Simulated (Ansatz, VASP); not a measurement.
KMgF3: VASP beside Ansatz

```
CELL_PARAMETERS angstrom
3.98590 0.00000 0.00000
0.00000 3.98590 0.00000
0.00000 0.00000 3.98590
ATOMIC_POSITIONS crystal
K 0.50000 0.50000 0.50000
Mg 0.00000 0.00000 0.00000
F 0.00000 0.00000 0.50000
F 0.00000 0.50000 0.00000
F 0.50000 0.00000 0.00000
```

Alike in both runs: task relaxation of cell and atoms; functional r2SCAN; dispersion D3(BJ); k mesh 7 × 7 × 7; occupations fermi-dirac, width 0.05 eV; no spin polarisation.

```csv
,VASP,Ansatz
version,VASP 6.6.1,Ansatz 0.2.0
potentials or method,"VASP PAW PBE potentials, release 64 (K_sv, Mg, F)",Ansatz PAW
plane-wave cutoff (eV),600,500
valence electrons in the cell,32,40
```

|  | VASP | Ansatz | Ansatz less VASP |
| --- | --- | --- | --- |
| gap on the k mesh at the Fermi level, each at its own relaxed structure (eV) | 8.50 | 8.44 | -0.056 |
| relaxed volume (Å³/atom) | 12.33 | 12.44 | +0.110 |
| relaxed length of the cell vector where the two differ most in proportion (Å) | 3.951 | 3.963 | +0.0117 |

VASP's potentials were made for PBE, not for r2SCAN. VASP's potentials hold 32 valence electrons a cell and Ansatz's 40, so a difference there can come from the potentials and not from the codes.

Noted on Ansatz's run: odd divisions of the mesh miss points on the zone boundary, where band edges often lie, so the gap on the mesh can be too wide; the plane-wave basis is chosen anew once the cell has moved, so the energies of steps on either side of that aren't comparable.
